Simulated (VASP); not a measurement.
A run of VASP 6.6.1 is set up as follows.

Contents of INCAR:

```
ALGO = Normal ; EDIFF = 1E-6
ENCUT = 600 ; GGA = PS
GGA_COMPAT = False ; ISIF = 2
ISMEAR = 0 ; LASPH = True
LCHARG = False ; LREAL = False
LWAVE = False ; NBANDS = 16
NELM = 120 ; PREC = Accurate
SIGMA = 0.02
```

File KPOINTS:

```
k-points
0
Gamma
  9 9 6
```

Contents of POSCAR:

```
C
1.0
    2.5237147988      0.0000000000      0.0000000000
   -1.2618573994      2.1856011277      0.0000000000
    0.0000000000      0.0000000000      4.1595812401
C
4
Direct
    0.3333333333      0.6666666667     -0.0003155577
    0.6666666667      0.3333333333      0.4996844423
    0.3333333333      0.6666666667      0.3743155577
    0.6666666667      0.3333333333      0.8743155577
```

Potentials or basis: VASP PAW PBE potentials, release 64 (C).

The run is started by

```bash
$ cat potpaw_PBE.64/C/POTCAR > POTCAR
$ mpirun -np 1 vasp_std > vasp.out
```

(1) Predict the pressure.

(2) Estimate the band gap on the k mesh.

## Answers

(1) -8.0 GPa.

(2) 3.14 eV (least direct gap 4.77 eV).

Caveat: the cell differs from its parent crystal (strained cell); the stress differs along the axes, from -12 to 0 GPa; the PAW data sets were made with another functional, which shifts forces and pressure a little.
